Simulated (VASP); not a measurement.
# Pt (I4/mmm) in VASP: notebook, part 2 of 2

VASP 6.6.1. The steps go on from the part before.

## (3) Single point, r2SCAN

This run uses another cell than the first one, of the same volume but with other edges.

File POSCAR:

```
Pt
1.0
    0.0000000000      2.0668907952      1.7568571759
    2.0668907952      0.0000000000      1.7568571759
    2.0668907952      2.0668907952      0.0000000000
Pt
1
Direct
    0.0000000000      0.0000000000      0.0000000000
```

File INCAR.step1:

```
ALGO     = Normal         # electronic algorithm
EDIFF    = 1E-4           # SCF threshold, eV
ENCUT    = 520            # plane-wave cutoff, eV
GGA      = PE             # functional
ISMEAR   = 0              # smearing method
LASPH    = T              # aspherical terms in the spheres
LCHARG   = F              # write CHGCAR
LREAL    = F              # projectors in reciprocal space
LWAVE    = T              # write WAVECAR
NBANDS   = 11             # bands
NELM     = 100            # most SCF steps
PREC     = Accurate       # precision mode
SIGMA    = 0.15           # smearing width, eV
```

File INCAR.step2:

```
ALGO     = Normal         # electronic algorithm
EDIFF    = 1E-6           # SCF threshold, eV
ENCUT    = 520            # plane-wave cutoff, eV
ISIF     = 2              # what is computed and relaxed
ISMEAR   = 0              # smearing method
ISTART   = 1            
LASPH    = T              # aspherical terms in the spheres
LCHARG   = T              # write CHGCAR
LELF     = T              # ELF
LMIXTAU  = T            
LREAL    = F              # projectors in reciprocal space
LVHAR    = T            
LWAVE    = F              # write WAVECAR
METAGGA  = R2SCAN         # meta-GGA
NBANDS   = 11             # bands
NELM     = 100            # most SCF steps
PREC     = Accurate       # precision mode
SIGMA    = 0.15           # smearing width, eV
```

File KPOINTS:

```
k-points
0
Gamma
  24 24 24
```

Potentials or basis: VASP PAW PBE potentials, release 64 (Pt).

Command:

```console
> cat potpaw_PBE.64/Pt/POTCAR > POTCAR
> cp INCAR.step1 INCAR
> mpirun -np 1 vasp_std > vasp.out
> cp INCAR.step2 INCAR
> mpirun -np 1 vasp_std > vasp.out
```

OUTCAR:

```text
EDIFF = 1E-6
   ENCUT = 520
   ISIF = 2
   ISMEAR = 0
   ISTART = 1
   LASPH = T
   LREAL = F
   METAGGA = R2SCAN
   NELM = 100
   PREC = Accurate

 ion  position               nearest neighbor table
   1  0.000  0.000  0.000-

  LATTYP: Found a body centered tetragonal cell.
 ALAT       =     2.9230249945
 C/A-ratio  =     1.2020815280

  Lattice vectors:

 A1 = (   0.0000000000,  -2.0668907952,  -1.7568571759)
 A2 = (   0.0000000000,   2.0668907952,  -1.7568571759)
 A3 = (   2.0668907952,   0.0000000000,   1.7568571759)

Analysis of symmetry for initial positions (statically):
[... 506 lines left out ...]
      5      11.3002      0.00428
      6      11.6050      0.00000
      7      18.1301      0.00000
      8      26.0214      0.00000
      9      29.5995      0.00000
     10      33.7148      0.00000
     11      38.7977      0.00000

 [... further k-points ...]
[... 5 lines left out ...]
  --------------------------------------------------------------------------------------
  -------------------------------------------------------------------------------------
  Total        0.5305062      0.5305062      1.1524013      0.0000000     -0.0000000      0.0000000
  in kB       56.6238671     56.6238671    123.0021840      0.0000000     -0.0000000      0.0000000
  external PRESSURE =      78.7499727 kB  Pullay stress =       0.0000000 kB

 VOLUME and BASIS-vectors are now :
 -----------------------------------------------------------------------------
  energy-cutoff  :      520.00
  volume of cell :       15.01
      direct lattice vectors                 reciprocal lattice vectors
     0.000000000  2.066890795  1.756857176    -0.241909249  0.241909249  0.284599116
     2.066890795  0.000000000  1.756857176     0.241909249 -0.241909249  0.284599116
     2.066890795  2.066890795  0.000000000     0.241909249  0.241909249 -0.284599116

 POSITION                                       TOTAL-FORCE (eV/Angst)
 -----------------------------------------------------------------------------------
      0.00000      0.00000      0.00000        -0.000000      0.000000      0.000000
 -----------------------------------------------------------------------------------
    total drift:                                0.000000     -0.000000      0.000000

  FREE ENERGIE OF THE ION-ELECTRON SYSTEM (eV)
  ---------------------------------------------------
  free  energy   TOTEN  =       -51.4580160322 eV

  energy  without entropy=      -51.4434267393  energy(sigma->0) =      -51.45072139
```

OUTCAR.step1:

```text
EDIFF = 1E-4
   ENCUT = 520
   GGA = PE
   ISMEAR = 0
   LASPH = T
[... 552 lines left out ...]

 POSITION                                       TOTAL-FORCE (eV/Angst)
 -----------------------------------------------------------------------------------
      0.00000      0.00000      0.00000         0.000000      0.000000      0.000000
 -----------------------------------------------------------------------------------
    total drift:                                0.000000     -0.000000      0.000000

  FREE ENERGIE OF THE ION-ELECTRON SYSTEM (eV)
  ---------------------------------------------------
  free  energy   TOTEN  =        -6.0369142152 eV

  energy  without entropy=       -6.0207394200  energy(sigma->0) =       -6.02882682
```

OSZICAR.step1:

```text
N       E                     dE             d eps       ncg     rms          rms(c)
DAV:   1     0.402114601977E+02    0.40211E+02   -0.53685E+03 23842   0.846E+02
DAV:   2    -0.580276535355E+01   -0.46014E+02   -0.44226E+02 26681   0.178E+02
DAV:   3    -0.640060996353E+01   -0.59784E+00   -0.59239E+00 27476   0.193E+01
DAV:   4    -0.640294712314E+01   -0.23372E-02   -0.23370E-02 27036   0.142E+00
DAV:   5    -0.640296553604E+01   -0.18413E-04   -0.18412E-04 27617   0.116E-01    0.130E+01
DAV:   6    -0.607893967765E+01    0.32403E+00   -0.70730E-01 25030   0.673E+00    0.688E+00
DAV:   7    -0.604038331184E+01    0.38556E-01   -0.13895E-01 26907   0.291E+00    0.249E+00
DAV:   8    -0.603708256730E+01    0.33007E-02   -0.59662E-03 25336   0.674E-01    0.523E-01
DAV:   9    -0.603691075529E+01    0.17181E-03   -0.11756E-04 23438   0.980E-02    0.385E-02
DAV:  10    -0.603691421518E+01   -0.34599E-05   -0.38761E-06 12644   0.156E-02
   1 F= -.60369142E+01 E0= -.60288268E+01  d E =-.161748E-01
```

Wall time 5.4 min (1 thread of Intel Xeon Platinum 8375C at 2.90GHz (Ice Lake), shared host); peak memory 0.29 GiB.

What came out:

```yaml
Free_energy: -51.4580 eV
Pressure: 7.9 GPa
Band_gap_on_the_k_mesh: zero (band 5 reaches 12.14 eV, above the bottom of band 6 at 9.18 eV)
```

Levels at points of the mesh, in eV from the Fermi level:
| k point | band 1 | band 2 | band 3 | band 4 | band 5 | band 6 | band 7 | band 8 | band 9 | band 10 |
| --- | --- | --- | --- | --- | --- | --- | --- | --- | --- | --- |
| (0.00, 0.00, 0.00) | -10.42 | -4.23 | -4.23 | -2.78 | -2.55 | -0.93 | 16.08 | 19.38 | 19.38 | 24.17 |
| (0.50, 0.00, 0.00) | -7.48 | -4.83 | -2.86 | -0.46 | -0.13 | 0.70 | 6.49 | 14.75 | 18.59 | 22.54 |
| (0.50, 0.50, 0.00) | -7.10 | -6.87 | 0.16 | 0.67 | 0.67 | 4.54 | 10.20 | 10.20 | 12.44 | 20.06 |
| (0.50, 0.00, 0.50) | -7.32 | -6.54 | -0.30 | -0.18 | 1.08 | 1.15 | 8.22 | 12.82 | 14.07 | 23.10 |

Caveat: the PAW data sets were made with another functional, which shifts forces and pressure a little; spin-orbit coupling is left out, which moves the levels of the heavy elements.

## (4) Single point, r2SCAN

This run uses another cell than the first one, of the same volume but with other edges.

File POSCAR:

```
Pt
1.0
    0.0000000000      1.8424544409      2.2109453291
    1.8424544409      0.0000000000      2.2109453291
    1.8424544409      1.8424544409      0.0000000000
Pt
1
Direct
    0.0000000000      0.0000000000      0.0000000000
```

File INCAR.step1:

```
ALGO = Normal
EDIFF = 1E-4
ENCUT = 520
GGA = PE
ISMEAR = 0
LASPH = T
LCHARG = F
LREAL = F
LWAVE = T
NBANDS = 11
NELM = 100
PREC = Accurate
SIGMA = 0.15
```

File INCAR.step2:

```
ALGO = Normal
EDIFF = 1E-6
ENCUT = 520
ISIF = 2
ISMEAR = 0
ISTART = 1
LASPH = T
LCHARG = F
LMIXTAU = T
LREAL = F
LWAVE = F
METAGGA = R2SCAN
NBANDS = 11
NELM = 100
PREC = Accurate
SIGMA = 0.15
```

KPOINTS is that of step 3.

Potentials or basis: VASP PAW PBE potentials, release 64 (Pt).

Command:

```console
> cat potpaw_PBE.64/Pt/POTCAR > POTCAR
> cp INCAR.step1 INCAR
> mpirun -np 1 vasp_std > vasp.out
> cp INCAR.step2 INCAR
> mpirun -np 1 vasp_std > vasp.out
```

OUTCAR:

```text
EDIFF = 1E-6
   ENCUT = 520
   ISIF = 2
   ISMEAR = 0
   ISTART = 1
   LASPH = T
   LREAL = F
   METAGGA = R2SCAN
   NELM = 100
   PREC = Accurate

 ion  position               nearest neighbor table
   1  0.000  0.000  0.000-

  LATTYP: Found a body centered tetragonal cell.
 ALAT       =     2.6056240584
 C/A-ratio  =     1.6970562749

  Lattice vectors:

 A1 = (  -1.8424544409,   0.0000000000,   2.2109453291)
 A2 = (   1.8424544409,   0.0000000000,   2.2109453291)
 A3 = (   0.0000000000,   1.8424544409,  -2.2109453291)

Analysis of symmetry for initial positions (statically):
=====================================================================
 Subroutine PRICEL returns:
 Original cell was already a primitive cell.

 Routine SETGRP: Setting up the symmetry group for a
 body centered tetragonal supercell.

 Subroutine GETGRP returns: Found 16 space group operations
 (whereof 16 operations were pure point group operations)
 out of a pool of 16 trial point group operations.

The static configuration has the point symmetry D_4h.

Analysis of symmetry for dynamics (positions and initial velocities):
[... 160 lines left out ...]
 val. band max:       11.0050813375   @ k =  -0.0833   0.4167   0.3750
 cond. band min:      11.0071863477   @ k =  -0.0417   0.4167   0.3750
 fundamental gap:      0.0021050102
 Fermi energy:        11.0064021242

 k-point     1 :       0.0000    0.0000    0.0000
  band No.  band energies     occupation
      1       0.5876      2.00000
      2       5.7006      2.00000
      3       7.8247      2.00000
      4       8.1464      2.00000
      5       8.1464      2.00000
      6      10.5896      1.99991
      7      27.1527      0.00000
      8      28.9380      0.00000
      9      33.3215      0.00000
     10      33.3215      0.00000
     11      38.2038      0.00000
[... 309 lines left out ...]
 k-point    24 :       0.4583    0.0417    0.0000
  band No.  band energies     occupation
      1       3.6049      2.00000
      2       6.0712      2.00000
      3       8.2059      2.00000
      4       9.9913      2.00000
      5      10.7404      1.98786
      6      11.4037      0.00018
      7      18.5027      0.00000
      8      25.3357      0.00000
      9      31.1847      0.00000
     10      33.2552      0.00000
     11      37.6443      0.00000

 [... further k-points ...]
[... 5 lines left out ...]
  --------------------------------------------------------------------------------------
  -------------------------------------------------------------------------------------
  Total        2.0040457      2.0040457     -0.7107668      0.0000000      0.0000000      0.0000000
  in kB      213.9029070    213.9029070    -75.8640818      0.0000000      0.0000000      0.0000000
  external PRESSURE =     117.3139108 kB  Pullay stress =       0.0000000 kB

 VOLUME and BASIS-vectors are now :
 -----------------------------------------------------------------------------
  energy-cutoff  :      520.00
  volume of cell :       15.01
      direct lattice vectors                 reciprocal lattice vectors
     0.000000000  1.842454441  2.210945329    -0.271377131  0.271377131  0.226147609
     1.842454441  0.000000000  2.210945329     0.271377131 -0.271377131  0.226147609
     1.842454441  1.842454441  0.000000000     0.271377131  0.271377131 -0.226147609

 POSITION                                       TOTAL-FORCE (eV/Angst)
 -----------------------------------------------------------------------------------
      0.00000      0.00000      0.00000         0.000000      0.000000      0.000000
 -----------------------------------------------------------------------------------
    total drift:                                0.000000      0.000000     -0.000000

  FREE ENERGIE OF THE ION-ELECTRON SYSTEM (eV)
  ---------------------------------------------------
  free  energy   TOTEN  =       -51.3594577790 eV

  energy  without entropy=      -51.3426258137  energy(sigma->0) =      -51.35104180
```

Run time: 4.2 min. Hardware: 1 thread of Intel Xeon Platinum 8375C at 2.90GHz (Ice Lake), shared host; peak memory 0.29 GiB.

What came out:

* Free energy: -51.3595 eV
* Pressure: 11.7 GPa
* Band gap on the k mesh: zero (band 5 reaches 12.81 eV, above the bottom of band 6 at 9.33 eV)

Levels at points of the mesh, in eV from the Fermi level:
```
           k point  band 3  band 4  band 5  band 6  band 7  band 8
(0.00, 0.00, 0.00)   -3.18   -2.86   -2.86   -0.42   16.15   17.93
(0.50, 0.00, 0.00)   -2.91   -0.25   -0.10    0.43    6.65   14.15
(0.50, 0.50, 0.00)   -0.02    0.34    0.46    0.46    6.42   14.59
(0.50, 0.00, 0.50)   -0.56   -0.31    1.80    3.43   10.87   11.45
```

Caveat: the PAW data sets were made with another functional, which shifts forces and pressure a little; spin-orbit coupling is left out, which moves the levels of the heavy elements.

## (5) Single point, r2SCAN

This run uses another cell than the first one, of the same volume but with other edges.

File POSCAR:

```
Pt
1.0
    0.0000000000      2.1269582839      1.6590274614
    2.1269582839      0.0000000000      1.6590274614
    2.1269582839      2.1269582839      0.0000000000
Pt
1
Direct
    0.0000000000      0.0000000000      0.0000000000
```

File INCAR.step1:

```
SYSTEM = Pt
PREC = Accurate
ENCUT = 520
ISMEAR = 0
SIGMA = 0.15
LREAL = .False.
LASPH = .True.
NELM = 100
NBANDS = 11
GGA = PE
ALGO = Normal
EDIFF = 1E-4
LWAVE = .True.
LCHARG = .False.
```

File INCAR.step2:

```
SYSTEM = Pt
PREC = Accurate
ENCUT = 520
EDIFF = 1E-6
ISMEAR = 0
SIGMA = 0.15
LREAL = .False.
LASPH = .True.
NELM = 100
ALGO = Normal
ISIF = 2
LWAVE = .False.
LCHARG = .True.
METAGGA = R2SCAN
LMIXTAU = .True.
LELF = .True.
LVHAR = .True.
NBANDS = 11
ISTART = 1
```

File KPOINTS:

```
regular mesh
0
Gamma
  24 24 24
  0 0 0
```

Command:

```console
> cat potpaw_PBE.64/Pt/POTCAR > POTCAR
> cp INCAR.step1 INCAR
> mpirun -np 1 vasp_std > vasp.out
> cp INCAR.step2 INCAR
> mpirun -np 1 vasp_std > vasp.out
```

Run time: 3.5 min. Hardware: 1 thread of Intel Xeon 6975P-C (Granite Rapids), shared host; peak memory 0.29 GiB.

The run converged. Its results:

* Free energy: -51.4213 eV
* Pressure: 8.9 GPa
* Band gap on the k mesh: zero (band 5 reaches 12.18 eV, above the bottom of band 6 at 9.74 eV)

Stress tensor (GPa, compression positive):
```
 6.73  0.00  0.00
 0.00  6.73  0.00
 0.00  0.00 13.24
```

Levels at points of the mesh, in eV from the Fermi level:
```csv
k point,band 1,band 2,band 3,band 4,band 5,band 6,band 7,band 8,band 9,band 10
"(0.00, 0.00, 0.00)",-10.35,-4.16,-4.16,-3.31,-1.87,-0.87,16.84,18.75,18.75,26.57
"(0.50, 0.00, 0.00)",-7.38,-5.17,-2.13,-0.71,0.05,1.01,6.76,14.43,17.90,24.14
"(0.50, 0.50, 0.00)",-6.96,-6.86,0.36,0.68,0.68,6.18,9.28,9.28,13.70,19.91
"(0.50, 0.00, 0.50)",-7.29,-6.13,-0.71,-0.50,0.69,1.26,7.69,13.36,15.42,24.71
```

Caveat: the PAW data sets were made with another functional, which shifts forces and pressure a little; spin-orbit coupling is left out, which moves the levels of the heavy elements.

## (6) Single point, r2SCAN

This run uses another cell than the first one, of the same volume but with other edges.

File POSCAR:

```
Pt
1.0
    0.0000000000      1.7939460944      2.3321299227
    1.7939460944      0.0000000000      2.3321299227
    1.7939460944      1.7939460944      0.0000000000
Pt
1
Direct
    0.0000000000      0.0000000000      0.0000000000
```

File INCAR.step1:

```
PREC     = Accurate       # precision mode
ENCUT    = 520            # plane-wave cutoff, eV
ISMEAR   = 0              # smearing method
SIGMA    = 0.15           # smearing width, eV
LREAL    = F              # projectors in reciprocal space
LASPH    = T              # aspherical terms in the spheres
NELM     = 60             # most SCF steps
NBANDS   = 11             # bands
GGA      = PE             # functional
ALGO     = Normal         # electronic algorithm
EDIFF    = 1E-4           # SCF threshold, eV
LWAVE    = T              # write WAVECAR
LCHARG   = F              # write CHGCAR
```

File INCAR.step2:

```
PREC     = Accurate       # precision mode
ENCUT    = 520            # plane-wave cutoff, eV
EDIFF    = 1E-6           # SCF threshold, eV
ISMEAR   = 0              # smearing method
SIGMA    = 0.15           # smearing width, eV
LREAL    = F              # projectors in reciprocal space
LASPH    = T              # aspherical terms in the spheres
NELM     = 60             # most SCF steps
ALGO     = Normal         # electronic algorithm
ISIF     = 2              # what is computed and relaxed
LWAVE    = F              # write WAVECAR
LCHARG   = F              # write CHGCAR
METAGGA  = R2SCAN         # meta-GGA
LMIXTAU  = T            
NBANDS   = 11             # bands
ISTART   = 1
```

File KPOINTS:

```
regular mesh
0
Gamma
  24 24 24
```

Potentials or basis: VASP PAW PBE potentials, release 64 (Pt).

Command:

```console
> cat potpaw_PBE.64/Pt/POTCAR > POTCAR
> cp INCAR.step1 INCAR
> mpirun -np 1 vasp_std > vasp.out
> cp INCAR.step2 INCAR
> mpirun -np 1 vasp_std > vasp.out
```

It took 3 min on 1 thread of Intel Xeon 6975P-C (Granite Rapids), shared host; peak memory 0.29 GiB.

It converged, with:

- Free energy: -51.1698 eV
- Pressure: 19.0 GPa
- Band gap on the k mesh: zero (band 5 reaches 13.39 eV, above the bottom of band 6 at 9.01 eV)

Stress tensor (GPa, compression positive):
```
 34.57   0.00   0.00
  0.00  34.57   0.00
  0.00   0.00 -12.20
```

Levels at points of the mesh, in eV from the Fermi level:
```
           k point  band 3  band 4  band 5  band 6  band 7  band 8
(0.00, 0.00, 0.00)   -3.88   -2.29   -2.29    0.12   16.74   16.76
(0.50, 0.00, 0.00)   -2.54   -0.21    0.07    0.35    7.07   13.27
(0.50, 0.50, 0.00)   -0.65    0.43    0.43    0.60    5.25   15.81
(0.50, 0.00, 0.50)   -1.18   -0.50    2.41    4.19   10.65   11.89
```

Caveat: the PAW data sets were made with another functional, which shifts forces and pressure a little; spin-orbit coupling is left out, which moves the levels of the heavy elements.

## (7) Overview

| cell | gap on the mesh (eV) | pressure (GPa) |
| --- | --- | --- |
| a = 3.021, b = 3.021, c = 2.467 Å, angles 65.9, 65.9, 48.2°, 1 atom | none | 30.8 |
| a = 2.713, b = 2.713, c = 2.923 Å, angles 57.4, 57.4, 65.2°, 1 atom | none | 7.9 |
| a = 2.878, b = 2.878, c = 2.606 Å, angles 63.1, 63.1, 53.8°, 1 atom | none | 11.7 |
| a = 2.697, b = 2.697, c = 3.008 Å, angles 56.1, 56.1, 67.8°, 1 atom | none | 8.9 |
| a = 2.942, b = 2.942, c = 2.537 Å, angles 64.5, 64.5, 51.1°, 1 atom | none | 19.0 |

Alike in all rows: task single point; level r2SCAN; potentials or basis VASP PAW PBE potentials, release 64 (Pt); no spin polarisation; k mesh 24 × 24 × 24; cutoff (eV) 520; smearing gaussian 0.15 eV.

Caveats: the PAW data sets were made with another functional, which shifts forces and pressure a little; spin-orbit coupling is left out, which moves the levels of the heavy elements.

Total energies depend on the potentials used, so only differences within one code and one set of settings carry meaning.
